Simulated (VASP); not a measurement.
Rh, 1 atom in the cell. Symmetry: Fm-3m, No. 225, cubic system. The conventional cell has a = 3.780 Å, b = 3.780 Å, c = 3.780 Å, α = 90.00°, β = 90.00°, γ = 90.00°. Rh (site symmetry m-3m) has 12 Rh at 2.67 Å within 3.5 Å. 

* Program: VASP 6.6.1
* Task: single point
* Functional: PBEsol
* Potentials or basis: VASP PAW PBE potentials, release 64 (Rh_pv)
* Cutoff: 500 eV
* k mesh: 17 × 17 × 17
* Occupations: fermi-dirac, width 0.05 eV
* Spin: no spin polarisation
* Dipole correction: no
* Further INCAR settings: ALGO = Normal; EDIFF = 1e-06; NBANDS = 14

Potentials or basis: VASP PAW PBE potentials, release 64 (Rh_pv).

The run is started by

```sh
$ cat potpaw_PBE.64/Rh_pv/POTCAR > POTCAR
$ mpirun -np 1 vasp_std > vasp.out
```

Hardware: 1 thread of Intel(R) Xeon(R) Platinum 8375C CPU @ 2.90GHz (Ice Lake) (shared host).

Task: Estimate the wall time of this run.

Result: It took 18 s on 1 thread of Intel(R) Xeon(R) Platinum 8375C CPU @ 2.90GHz (Ice Lake) (shared host), peak memory 0.14 GiB. Counts: scf iterations 11, k points 165.
